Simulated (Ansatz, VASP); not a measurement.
Hf2S in VASP and in Ansatz

Contents of INCAR:

```
PREC = Accurate
ENCUT = 520
EDIFF = 1E-6
ISMEAR = 0
SIGMA = 0.15
LREAL = False
LASPH = True
NELM = 60
ALGO = Normal
ISIF = 2
LWAVE = False
LCHARG = False
GGA = PS
NBANDS = 35
```

Contents of KPOINTS:

```
Automatic mesh
0
Gamma
  18 18 4
```

POSCAR

```
Hf2S
1.0
    3.3465310252      0.0000000000      0.0000000000
   -1.6732655126      2.8981808824      0.0000000000
    0.0000000000      0.0000000000     11.4892723049
Hf S
4 2
Direct
    0.6666666667      0.3333333333      0.8986176343
    0.3333333333      0.6666666667      0.3986176343
    0.6666666667      0.3333333333      0.6013823657
    0.3333333333      0.6666666667      0.1013823657
    0.0000000000      0.0000000000      0.7500000000
    0.0000000000      0.0000000000      0.2500000000
```

Input for Ansatz:

```yaml
crystal:
  lattice:
    - [3.3465310252, 0.0, 0.0]
    - [-1.6732655126, 2.8981808824, 0.0]
    - [0.0, 0.0, 11.4892723049]
  atoms:
    - { symbol: Hf, position: [0.6666666667, 0.3333333333, 0.8986176343] }
    - { symbol: Hf, position: [0.3333333333, 0.6666666667, 0.3986176343] }
    - { symbol: Hf, position: [0.6666666667, 0.3333333333, 0.6013823657] }
    - { symbol: Hf, position: [0.3333333333, 0.6666666667, 0.1013823657] }
    - { symbol: S, position: [0.0, 0.0, 0.75] }
    - { symbol: S, position: [0.0, 0.0, 0.25] }
basis:
  ecutwfc: 420
kpoints:
  mp_grid: { grid: [18, 18, 4] }
hamiltonian:
  xc: pbesol
scf:
  occupations: { method: gaussian, width: 0.15 }
output:
  forces: true
  stress: true
  eigenvalues: true
  write_density: true
  write_potential: true
  elf: true
  volumetric_format: npy
```

Change from the starting cell: strain +0.000 along x and y, -0.015 along z, atoms carried along.

Alike in both runs: task single point; functional PBEsol; k mesh 18 × 18 × 4; occupations gaussian, width 0.15 eV; no spin polarisation.

|  | VASP | Ansatz |
| --- | --- | --- |
| version | VASP 6.6.1 | Ansatz 0.2.0 |
| potentials or method | VASP PAW PBE potentials, release 64 (Hf_pv, S), cutoff 520 eV | scalar-relativistic, plane waves, PAW |
| valence electrons in the cell | 52 | 116 |

```csv
,VASP,Ansatz,Ansatz less VASP
gap on the k mesh at the Fermi level (eV),none,none,-
pressure (GPa),2.1,2.6,+0.41
"traceless stress, the component that is largest in VASP (GPa)",2.18,2.14,-0.033
rms of the force components (eV/Å),0.009,0.007,-0.0019
```

VASP's potentials were made for PBE, not for PBEsol. Atom by atom the forces differ by 0.002 eV/Å (rms over components). A gap of «none» marks a metal or a gap that the smearing closes. VASP's potentials hold 52 valence electrons a cell and Ansatz's 116, so a difference there can come from the potentials and not from the codes.

Neither program's run includes spin-orbit coupling.
